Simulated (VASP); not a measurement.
Input of a VASP 6.6.1 run:

File INCAR:

```
SYSTEM = MnS
PREC = Accurate
ENCUT = 520
EDIFF = 1E-6
ISMEAR = -1
SIGMA = 0.05
LREAL = .False.
LASPH = .True.
NELM = 150
ALGO = Normal
ISIF = 2
LWAVE = .False.
LCHARG = .True.
ISPIN = 2
MAGMOM = 4 0
LORBIT = 11
LMAXMIX = 4
GGA = CA
LELF = .True.
LVHAR = .True.
NBANDS = 20
```

The input KPOINTS:

```
Automatic mesh
0
Gamma
  8 8 8
  0 0 0
```

Contents of POSCAR:

```
MnS
1.0
    3.6833190000      0.0000000000      0.0000000000
    1.8416595000      3.1898478242      0.0000000000
    1.8416595000      1.0632826081      3.0074173700
Mn S
1 1
Direct
    0.0000000000      0.0000000000      0.0000000000
    0.5000000000      0.5000000000      0.5000000000
```

Potentials or basis: VASP PAW LDA potentials, release 64 (Mn_pv, S).

Run with:

```console
$ cat potpaw_LDA.64/Mn_pv/POTCAR potpaw_LDA.64/S/POTCAR > POTCAR
$ mpirun -np 1 vasp_std > vasp.out
```

Q: What does it give for the site moments?

A: Mn +4.10; S +0.10 μB.

Q: Predict the net moment.

A: 4.55 μB per cell.

Q: What does it give for the pressure?

A: -11.9 GPa.

Caveat: a cell with one magnetic atom can't hold antiferromagnetic order, which such compounds often take.
